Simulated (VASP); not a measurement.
Set up this calculation in VASP 6.6.1, as the native input.

```yaml
Task: single point
Functional: LDA
Potentials_or_basis: VASP PAW LDA potentials, release 64 (Ca_sv, C)
Cutoff: 520 eV
k_mesh: 9 × 9 × 9
Occupations: gaussian, width 0.05 eV
Spin: no spin polarisation
Dipole_correction: no
Further_INCAR_settings: ALGO = Normal; EDIFF = 1e-06; NBANDS = 16
```

The structure of CaC2 lies in POSCAR:

```
CaC2
1.0
    1.9130312415      1.1044891022      4.0845960217
   -1.9130312415      1.1044891022      4.0845960217
    0.0000000000     -2.2089782045      4.0845960217
Ca C
1 2
Direct
    0.0000000000      0.0000000000      0.0000000000
    0.5529150000      0.5529150000      0.5529150000
    0.4470850000      0.4470850000      0.4470850000
```

This cell differs from its parent crystal: ratio of the length along z to the lengths across it x 1.05, volume and fractional coordinates fixed.

The input as run:

INCAR

```
SYSTEM = CaC2
ALGO = Normal
EDIFF = 1E-6
ENCUT = 520
ISIF = 2
ISMEAR = 0
LASPH = .True.
LCHARG = .False.
LREAL = .False.
LWAVE = .False.
NBANDS = 16
NELM = 60
PREC = Accurate
SIGMA = 0.05
```

KPOINTS

```
k-points
0
Gamma
  9 9 9
  0 0 0
```

Potentials or basis: VASP PAW LDA potentials, release 64 (Ca_sv, C).

Run with:

```console
$ cat potpaw_LDA.64/Ca_sv/POTCAR potpaw_LDA.64/C/POTCAR > POTCAR
$ mpirun -np 1 vasp_std > vasp.out
```

Results of the run:

```json
{"Pressure": "-8.5 GPa", "Largest force": "3.171 eV/Å", "Band gap on the k mesh": "2.53 eV (least direct gap 3.42 eV)"}
```

Caveat: the cell stands under tension; an odd mesh through Γ misses points on the zone boundary, where band edges can lie; forces of over 1 eV/Å act on the atoms, so gaps and moduli don't describe the material at rest.

Run time: 2.2 min on 1 thread of Intel Xeon 8259CL (shared host), peak memory 0.21 GiB.
